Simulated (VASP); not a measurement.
Set up this calculation in VASP 6.6.1, as the native input.

* Task: relaxation of cell and atoms
* Functional: PBE
* Potentials or basis: VASP PAW PBE potentials, release 64 (Li_sv, B)
* Cutoff: 600 eV
* k mesh: 14 × 14 × 14
* Occupations: gaussian, width 0.1 eV
* Spin: no spin polarisation
* Dipole correction: no
* Further INCAR settings: ALGO = Normal; EDIFF = 1e-06; IBRION = 2; EDIFFG = -0.01; NSW = 100; ISIF = 3

The structure of Li2B lies in POSCAR:

```
Li2B
1.0
    0.0000000000      2.7339042690      2.7339042690
    2.7339042690      0.0000000000      2.7339042690
    2.7339042690      2.7339042690      0.0000000000
Li B
2 1
Direct
    0.2500000000      0.2500000000      0.2500000000
    0.7500000000      0.7500000000      0.7500000000
    0.0000000000      0.0000000000      0.0000000000
```

The input as run:

INCAR

```
SYSTEM = Li2B
PREC = Accurate
ENCUT = 600
EDIFF = 1E-6
ISMEAR = 0
SIGMA = 0.1
LREAL = .False.
LASPH = .True.
NELM = 80
ALGO = Normal
ISIF = 3
LWAVE = .False.
LCHARG = .False.
GGA = PE
IBRION = 2
NSW = 100
EDIFFG = -0.01
```

KPOINTS

```
regular mesh
0
Gamma
  14 14 14
  0 0 0
```

Potentials or basis: VASP PAW PBE potentials, release 64 (Li_sv, B).

Command:

```bash
$ cat potpaw_PBE.64/Li_sv/POTCAR potpaw_PBE.64/B/POTCAR > POTCAR
$ mpirun -np 1 vasp_std > vasp.out
```

Results of the run:

```
Pressure after relaxing : -0.1 GPa
```

Caveat: the cutoff is under 1.25 times the usual one of these potentials, so pressure, stress and relaxed cells hold a basis-set (Pulay) error; the relaxation stopped at its first step, so nothing moved.

Run time: 11 s on 1 thread of Intel(R) Xeon(R) 6975P-C (Granite Rapids) (shared host), peak memory 0.19 GiB.
